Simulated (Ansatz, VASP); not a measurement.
# BiN: VASP beside Ansatz

```
CELL_PARAMETERS angstrom
-1.81867 1.81867 2.56607
1.81867 -1.81867 2.56607
1.81867 1.81867 -2.56607
ATOMIC_POSITIONS crystal
Bi 0.00000 0.00000 0.00000
N 0.50000 0.50000 0.00000
```

Change from the starting cell: species swapped into the CoO type (I4/mmm, No. 139).

Alike in both runs: functional PBE; k mesh 5 × 5 × 5; occupations gaussian, width 0.15 eV; no spin polarisation.

Ansatz relaxed the structure, and its values are those at the end. VASP's run is a single point on that final structure, the one shown.

|  | VASP | Ansatz |
| --- | --- | --- |
| version | VASP 6.6.1 | Ansatz 0.2.0 |
| potentials or method | VASP PAW PBE potentials, release 64 (Bi_d, N), cutoff 600 eV | scalar-relativistic, plane waves, PAW |
| valence electrons in the cell | 20 | 20 |

|  | VASP | Ansatz | Ansatz less VASP |
| --- | --- | --- | --- |
| gap on the k mesh at the Fermi level (eV) | 0.92 | 0.92 | -0.001 |
| least direct gap on the mesh (eV) | 0.92 | 0.92 | -0.001 |
| pressure (GPa) | -0.3 | -0.3 | +0.03 |

The k mesh is coarse, so the values compare programs but aren't converged. Neither program's run includes spin-orbit coupling.
